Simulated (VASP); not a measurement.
Write the native input for VASP 6.6.1 that does the following.

```yaml
Task: single point
Functional: LDA
Potentials_or_basis: VASP PAW LDA potentials, release 64 (Pd)
Cutoff: 520 eV
k_mesh: 12 × 12 × 12
Occupations: fermi-dirac, width 0.05 eV
Spin: no spin polarisation
Dipole_correction: no
Further_INCAR_settings: ALGO = Fast; EDIFF = 1e-06; NBANDS = 11
```

The structure of Pd lies in POSCAR:

```
Pd
1.0
    0.0000000000      1.9721147795      1.9721147795
    1.9721147795      0.0000000000      1.9721147795
    1.9721147795      1.9721147795      0.0000000000
Pd
1
Direct
    0.0000000000      0.0000000000      0.0000000000
```

This cell differs from its parent crystal: volume scaled by 1.04.

One way to write it, as run:

INCAR

```
PREC = Accurate
ENCUT = 520
EDIFF = 1E-6
ISMEAR = -1
SIGMA = 0.05
LREAL = F
LASPH = T
NELM = 100
ALGO = Fast
ISIF = 2
LWAVE = F
LCHARG = F
NBANDS = 11
```

KPOINTS

```
Automatic mesh
0
Gamma
  12 12 12
```

Potentials or basis: VASP PAW LDA potentials, release 64 (Pd).

Run with:

```bash
$ cat potpaw_LDA.64/Pd/POTCAR > POTCAR
$ mpirun -np 1 vasp_std > vasp.out
```

It gave:

The pressure is -14.7 GPa and the band gap on the k mesh is zero (band 5 reaches 9.19 eV, above the bottom of band 6 at 7.71 eV).

Run time: 4.5 s on 1 thread of Intel(R) Xeon(R) 6975P-C (Granite Rapids), with other jobs on the host, peak memory 0.13 GiB.
